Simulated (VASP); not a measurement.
# HfO2 (Fm-3m) in VASP: a series of runs

HfO2 is run at these levels: r2SCAN, r2SCAN+D4; tasks: single point.

All numbers are computed with VASP 6.6.1; they aren't measurements. Logs are shortened: lines on timing, memory, paths and dates and some standing lists are left out, and cuts for length are marked.

### Step 1. The cell of the first run

Symmetry: Fm-3m, No. 225, cubic system. Conventional cell: a = 5.058 Å, b = 5.058 Å, c = 5.058 Å, α = 90.00°, β = 90.00°, γ = 90.00°. Within 2.9 Å of Hf (site symmetry m-3m) lie 8 O at 2.19 Å. Within 2.9 Å of O (site symmetry -43m) lie 4 Hf at 2.19 Å and 6 O at 2.53 Å.

### Step 2. Single point, r2SCAN

POSCAR

```
HfO2
1.0
    0.0000000000      2.5291823181      2.5291823181
    2.5291823181      0.0000000000      2.5291823181
    2.5291823181      2.5291823181      0.0000000000
Hf O
1 2
Direct
    0.0000000000      0.0000000000      0.0000000000
    0.2500000000      0.2500000000      0.2500000000
    0.7500000000      0.7500000000      0.7500000000
```

INCAR.step1

```
PREC     = Accurate       # precision mode
ENCUT    = 660            # plane-wave cutoff, eV
ISMEAR   = 1              # smearing method
SIGMA    = 0.2            # smearing width, eV
LREAL    = F              # projectors in reciprocal space
LASPH    = T              # aspherical terms in the spheres
NELM     = 120            # most SCF steps
NBANDS   = 18             # bands
GGA      = PE             # functional
ALGO     = Normal         # electronic algorithm
EDIFF    = 1E-5           # SCF threshold, eV
LWAVE    = T              # write WAVECAR
LCHARG   = F              # write CHGCAR
GGA_COMPAT= F
```

INCAR.step2

```
PREC     = Accurate       # precision mode
ENCUT    = 660            # plane-wave cutoff, eV
EDIFF    = 1E-6           # SCF threshold, eV
ISMEAR   = 1              # smearing method
SIGMA    = 0.2            # smearing width, eV
LREAL    = F              # projectors in reciprocal space
LASPH    = T              # aspherical terms in the spheres
NELM     = 120            # most SCF steps
ALGO     = Normal         # electronic algorithm
ISIF     = 2              # what is computed and relaxed
LWAVE    = F              # write WAVECAR
LCHARG   = T              # write CHGCAR
METAGGA  = R2SCAN         # meta-GGA
LMIXTAU  = T            
LELF     = T              # ELF
LVHAR    = T            
NBANDS   = 18             # bands
ISTART   = 1            
GGA_COMPAT= F
```

KPOINTS

```
Automatic mesh
0
Gamma
  6 6 6
```

Potentials or basis: VASP PAW PBE potentials, release 64 (Hf_pv, O).

On the command line:

```sh
$ cat potpaw_PBE.64/Hf_pv/POTCAR potpaw_PBE.64/O/POTCAR > POTCAR
$ cp INCAR.step1 INCAR
$ mpirun -np 1 vasp_std > vasp.out
$ cp INCAR.step2 INCAR
$ mpirun -np 1 vasp_std > vasp.out
```

OUTCAR:

```text
PREC = Accurate
   ENCUT = 660
   EDIFF = 1E-6
   ISMEAR = 1
   LREAL = F
   LASPH = T
   NELM = 120
   ISIF = 2
   METAGGA = R2SCAN
   ISTART = 1

 ion  position               nearest neighbor table
   1  0.000  0.000  0.000-   3 2.19   3 2.19   3 2.19   2 2.19   3 2.19   2 2.19   2 2.19   2 2.19

   2  0.250  0.250  0.250-   1 2.19   1 2.19   1 2.19   1 2.19
   3  0.750  0.750  0.750-   1 2.19   1 2.19   1 2.19   1 2.19

  LATTYP: Found a face centered cubic cell.
 ALAT       =     5.0583646362

  Lattice vectors:

 A1 = (   0.0000000000,   2.5291823181,   2.5291823181)
 A2 = (   2.5291823181,   0.0000000000,   2.5291823181)
 A3 = (   2.5291823181,   2.5291823181,   0.0000000000)

Analysis of symmetry for initial positions (statically):
=====================================================================
 Subroutine PRICEL returns:
 Original cell was already a primitive cell.

 Routine SETGRP: Setting up the symmetry group for a
 face centered cubic supercell.

 Subroutine GETGRP returns: Found 48 space group operations
 (whereof 48 operations were pure point group operations)
 out of a pool of 48 trial point group operations.

The static configuration has the point symmetry O_h .

Analysis of symmetry for dynamics (positions and initial velocities):
=====================================================================
 Subroutine PRICEL returns:
 Original cell was already a primitive cell.

 Routine SETGRP: Setting up the symmetry group for a
 face centered cubic supercell.

 Subroutine GETGRP returns: Found 48 space group operations
 (whereof 48 operations were pure point group operations)
 out of a pool of 48 trial point group operations.

The dynamic configuration has the point symmetry O_h .

 Subroutine INISYM returns: Found 48 space group operations
 (whereof 48 operations are pure point group operations),
 and found     1 'primitive' translations

----------------------------------------------------------------------------------------

                                     Primitive cell

  volume of cell :      32.3572

  direct lattice vectors                    reciprocal lattice vectors
     0.000000000  2.529182318  2.529182318    -0.197692352  0.197692352  0.197692352
     2.529182318  0.000000000  2.529182318     0.197692352 -0.197692352  0.197692352
     2.529182318  2.529182318  0.000000000     0.197692352  0.197692352 -0.197692352

  length of vectors
     3.576803936  3.576803936  3.576803936     0.342413197  0.342413197  0.342413197

  position of ions in fractional coordinates (direct lattice)
     0.000000000  0.000000000  0.000000000
     0.250000000  0.250000000  0.250000000
     0.750000000  0.750000000  0.750000000

  ion indices of the primitive-cell ions
   primitive index   ion index
                 1           1
                 2           2
                 3           3

----------------------------------------------------------------------------------------

 KPOINTS: Automatic mesh

Automatic generation of k-mesh.
 Grid dimensions read from file:
 generate k-points for:    6    6    6

 Generating k-lattice:

  Cartesian coordinates                     Fractional coordinates (reciprocal lattice)
    -0.032948725  0.032948725  0.032948725     0.166666667  0.000000000  0.000000000
     0.032948725 -0.032948725  0.032948725     0.000000000  0.166666667  0.000000000
     0.032948725  0.032948725 -0.032948725     0.000000000  0.000000000  0.166666667

  Length of vectors
     0.057068866  0.057068866  0.057068866

  Shift w.r.t. Gamma in fractional coordinates (k-lattice)
     0.000000000  0.000000000  0.000000000

 Subroutine IBZKPT returns following result:
 ===========================================

 Found     16 irreducible k-points:

 Following reciprocal coordinates:
            Coordinates               Weight
  0.000000  0.000000  0.000000      1.000000
  0.166667  0.000000  0.000000      8.000000
  0.333333  0.000000  0.000000      8.000000
  0.500000  0.000000  0.000000      4.000000
  0.166667  0.166667  0.000000      6.000000
  0.333333  0.166667  0.000000     24.000000
[... 8 lines left out ...]
 -0.333333  0.333333  0.166667     24.000000
 -0.333333  0.500000  0.166667     12.000000
   k-points           NKPTS =     16   k-points in BZ     NKDIM =     16   number of bands    NBANDS=     18
   number of dos      NEDOS =    301   number of ions     NIONS =      3
   total plane-waves  NPLWV =  27000
   dimension x,y,z NGX =    30 NGY =   30 NGZ =   30
   dimension x,y,z NGXF=    60 NGYF=   60 NGZF=   60
   ions per type =               1   2
   NGX,Y,Z   is equivalent  to a cutoff of  13.94, 13.94, 13.94 a.u.
   NGXF,Y,Z  is equivalent  to a cutoff of  27.89, 27.89, 27.89 a.u.
 SYSTEM =  unknown system
   PREC   = accura    normal or accurate (medium, high low for compatibility)
   ISTART =      1    job   : 0-new  1-cont  2-samecut
   ICHARG =      0    charge: 1-file 2-atom 10-const
   ISPIN  =      1    spin polarized calculation?
   LNONCOLLINEAR =      F non collinear calculations
   LSORBIT =      F    spin-orbit coupling
   LASPH  =      T    aspherical Exc in radial PAW
   ENCUT  =  660.0 eV  48.51 Ry    6.96 a.u.   7.49  7.49  7.49*2*pi/ulx,y,z
   NELM   =    120;   NELMIN=  2; NELMDL=  0     # of ELM steps
   EDIFF  = 0.1E-05   stopping-criterion for ELM
   LREAL  =      F    real-space projection
   EDIFFG = 0.1E-04   stopping-criterion for IOM
   NSW    =      0    number of steps for IOM
   IBRION =     -1    ionic relax: 0-MD 1-quasi-New 2-CG
   NFREE  =      0    steps in history (QN), initial steepest desc. (CG)
   ISIF   =      2    stress and relaxation
   ISYM   =      2    0-nonsym 1-usesym 2-fastsym
   POTIM  = 0.5000    time-step for ionic-motion
   TEBEG  =    0.0;   TEEND  =   0.0 temperature during run
   PSTRESS=    0.0 pullay stress
   NELECT =      22.0000    total number of electrons
   NUPDOWN=      -1.0000    fix difference up-down
   EMIN   =  10.00;   EMAX   =-10.00  energy-range for DOS
   EFERMI =   0.00;   METHOD = LEGACY
   ISMEAR =     1;   SIGMA  =   0.20  broadening in eV -4-tet -1-fermi 0-gaus
   EFERMI_NEDOS =   21; number of points for ismear=-14 and -15
   IALGO  =     38    algorithm
   IMIX   =      4    mixing-type and parameters
     AMIX     =   0.40;   BMIX     =  1.00
     AMIX_MAG =   1.60;   BMIX_MAG =  1.00
  volume/ion in A,a.u.               =      10.79        72.79
  Fermi-wavevector in a.u.,A,eV,Ry     =   1.439546  2.720348 28.195259  2.072293
  Thomas-Fermi vector in A             =   2.558390
   LORBIT       =      0    0 simple, 1 ext, 2 COOP (PROOUT), +10 PAW based schemes
   METAGGA = R2SCAN    functional components
   LHFCALC =     F    Hartree Fock is set to
   AEXX    =    0.0000 exact exchange contribution
   IVDW    =     0    specifies the selected vdW correction
   LEPSILON=     F    determine dielectric tensor
   LRPA    =     F    only Hartree local field effects (RPA)
 non-spin polarized calculation
 Methfessel and Paxton  Order N= 1 SIGMA  =   0.20
  energy-cutoff  :      660.00
  volume of cell :       32.36
 maximum number of plane-waves:      1267
 NGX is ok and might be reduce to    30
   NGX = 15   NGY = 15   NGZ = 15

 number of electron      21.9999998 magnetization

 Free energy of the ion-electron system (eV)
  ---------------------------------------------------
  ext. energy  EPLUGINS =         0.00000000
  ---------------------------------------------------
  free energy    TOTEN  =       -68.55970710 eV

  energy without entropy =      -68.56075871  energy(sigma->0) =      -68.56005764

 E-fermi :   4.0610     XC(G=0): -12.6176

 val. band max:        3.9644575711   @ k =   0.5000   0.5000   0.0000
 cond. band min:       8.2829269318   @ k =   0.5000   0.5000   0.0000
 fundamental gap:      4.3184693607
 Fermi energy:         4.0610299883

 k-point     1 :       0.0000    0.0000    0.0000
  band No.  band energies     occupation
      1     -26.6582      2.00000
      2     -26.6582      2.00000
      3     -26.6582      2.00000
      4     -15.8050      2.00000
      5     -12.7704      2.00000
      6      -1.5184      2.00000
[... 10 lines left out ...]
     17      15.0530      0.00000
     18      16.6767      0.00000

 k-point     2 :       0.1667    0.0000    0.0000
  band No.  band energies     occupation
      1     -26.7793      2.00000
      2     -26.6709      2.00000
      3     -26.6709      2.00000
      4     -15.4450      2.00000
      5     -13.0502      2.00000
      6      -1.2533      2.00000
[... 10 lines left out ...]
     17      14.6045      0.00000
     18      16.6744      0.00000

 k-point     3 :       0.3333    0.0000    0.0000
  band No.  band energies     occupation
      1     -27.0070      2.00000
      2     -26.6963      2.00000
      3     -26.6963      2.00000
      4     -14.7842      2.00000
      5     -13.4415      2.00000
      6      -0.7044      2.00000
[... 10 lines left out ...]
     17      14.2374      0.00000
     18      16.6546      0.00000

 k-point     4 :       0.5000    0.0000    0.0000
  band No.  band energies     occupation
      1     -27.1146      2.00000
      2     -26.7089      2.00000
      3     -26.7089      2.00000
      4     -14.5755      2.00000
      5     -13.4630      2.00000
      6      -0.4364      2.00000
[... 207 lines left out ...]
      4     -14.1752      2.00000
      5     -13.7737      2.00000
      6      -1.1068      2.00000
[... 10 lines left out ...]
     17      15.6189      0.00000
     18      16.6713      0.00000

 k-point    15 :      -0.3333    0.3333    0.1667
  band No.  band energies     occupation
      1     -27.0147      2.00000
      2     -26.9057      2.00000
      3     -26.7567      2.00000
      4     -14.0309      2.00000
      5     -13.7512      2.00000
      6      -1.1137      2.00000
[... 10 lines left out ...]
     17      16.4061      0.00000
     18      16.6681      0.00000

 k-point    16 :      -0.3333    0.5000    0.1667
  band No.  band energies     occupation
      1     -27.0588      2.00000
      2     -26.8770      2.00000
      3     -26.7845      2.00000
      4     -13.9550      2.00000
      5     -13.7369      2.00000
      6      -2.0003      2.00000
[... 10 lines left out ...]
     17      16.6697      0.00000
     18      17.6580      0.00000

------------------------ aborting loop because EDIFF is reached ----------------------------------------

  FORCE on cell =-STRESS in cart. coord.  units (eV):
  Direction    XX          YY          ZZ          XY          YZ          ZX
  --------------------------------------------------------------------------------------
  -------------------------------------------------------------------------------------
  Total       -0.8677455     -0.8677455     -0.8677455      0.0000000      0.0000000      0.0000000
  in kB      -42.9667534    -42.9667534    -42.9667534      0.0000000      0.0000000      0.0000000
  external PRESSURE =     -42.9667534 kB  Pullay stress =       0.0000000 kB

 VOLUME and BASIS-vectors are now :
 -----------------------------------------------------------------------------
  energy-cutoff  :      660.00
  volume of cell :       32.36
      direct lattice vectors                 reciprocal lattice vectors
     0.000000000  2.529182318  2.529182318    -0.197692352  0.197692352  0.197692352
     2.529182318  0.000000000  2.529182318     0.197692352 -0.197692352  0.197692352
     2.529182318  2.529182318  0.000000000     0.197692352  0.197692352 -0.197692352

 POSITION                                       TOTAL-FORCE (eV/Angst)
 -----------------------------------------------------------------------------------
      0.00000      0.00000      0.00000         0.000000      0.000000      0.000000
      1.26459      1.26459      1.26459        -0.000000     -0.000000     -0.000000
      3.79377      3.79377      3.79377         0.000000      0.000000     -0.000000
 -----------------------------------------------------------------------------------
    total drift:                                0.000000     -0.000000      0.000000

  FREE ENERGIE OF THE ION-ELECTRON SYSTEM (eV)
  ---------------------------------------------------
  free  energy   TOTEN  =       -68.5597071026 eV

  energy  without entropy=      -68.5607587094  energy(sigma->0) =      -68.56005764
```

Wall time 77 s (1 thread of Intel Xeon Platinum 8488C (Sapphire Rapids), shared host); peak memory 0.18 GiB.

What came out:

```
Free energy            : -68.5597 eV
Pressure               : -4.3 GPa
Band gap on the k mesh : 4.32 eV, direct
```

Caveat: the PAW data sets were made with another functional, which shifts forces and pressure a little; spin-orbit coupling is left out, which moves the levels of the heavy elements. A k mesh can miss the band edges.

### Step 3. Single point, r2SCAN+D4

POSCAR is that of step 2.

INCAR.step1

```
PREC = Accurate ; ENCUT = 660
ISMEAR = 0 ; SIGMA = 0.01
LREAL = False ; LASPH = True
NELM = 120 ; NBANDS = 18
GGA = PE ; ALGO = Normal
EDIFF = 1E-5 ; LWAVE = True
LCHARG = False ; GGA_COMPAT = False
```

INCAR.step2

```
PREC = Accurate ; ENCUT = 660
EDIFF = 1E-6 ; ISMEAR = 0
SIGMA = 0.01 ; LREAL = False
LASPH = True ; NELM = 120
ALGO = Normal ; ISIF = 2
LWAVE = False ; LCHARG = False
METAGGA = R2SCAN ; LMIXTAU = True
IVDW = 13 ; VDW_S6 = 1.0
VDW_S8 = 0.6018749 ; VDW_A1 = 0.51559235
VDW_A2 = 5.77342911 ; NBANDS = 18
ISTART = 1 ; GGA_COMPAT = False
```

KPOINTS

```
regular mesh
0
Gamma
  6 6 6
```

Potentials or basis: VASP PAW PBE potentials, release 64 (Hf_pv, O).

On the command line:

```sh
$ cat potpaw_PBE.64/Hf_pv/POTCAR potpaw_PBE.64/O/POTCAR > POTCAR
$ cp INCAR.step1 INCAR
$ mpirun -np 1 vasp_std > vasp.out
$ cp INCAR.step2 INCAR
$ mpirun -np 1 vasp_std > vasp.out
```

Wall time 75 s (1 thread of Intel Xeon Platinum 8488C (Sapphire Rapids), shared host); peak memory 0.17 GiB.

The run converged. Its results:

```
Free energy                : -68.7882 eV
Pressure                   : -5.6 GPa
Band gap on the k mesh     : 4.32 eV, direct
Dispersion energy per atom : -0.076 eV
```

Levels at points of the mesh, in eV from the valence-band top:
```csv
k point,band 7,band 8,band 9,band 10,band 11,band 12,band 13,band 14,band 15,band 16
"(0.00, 0.00, 0.00)",-5.48,-5.48,-0.64,-0.64,-0.64,4.43,4.43,6.52,11.09,11.09
"(0.50, 0.00, 0.00)",-4.40,-3.08,-2.82,-1.90,-1.90,5.13,5.13,7.56,9.64,10.02
"(0.50, 0.50, 0.00)",-3.59,-3.59,-1.56,-1.56,0.00,4.32,6.05,7.24,8.74,8.74
```

Caveat: the PAW data sets were made with another functional, which shifts forces and pressure a little; spin-orbit coupling is left out, which moves the levels of the heavy elements. A k mesh can miss the band edges.
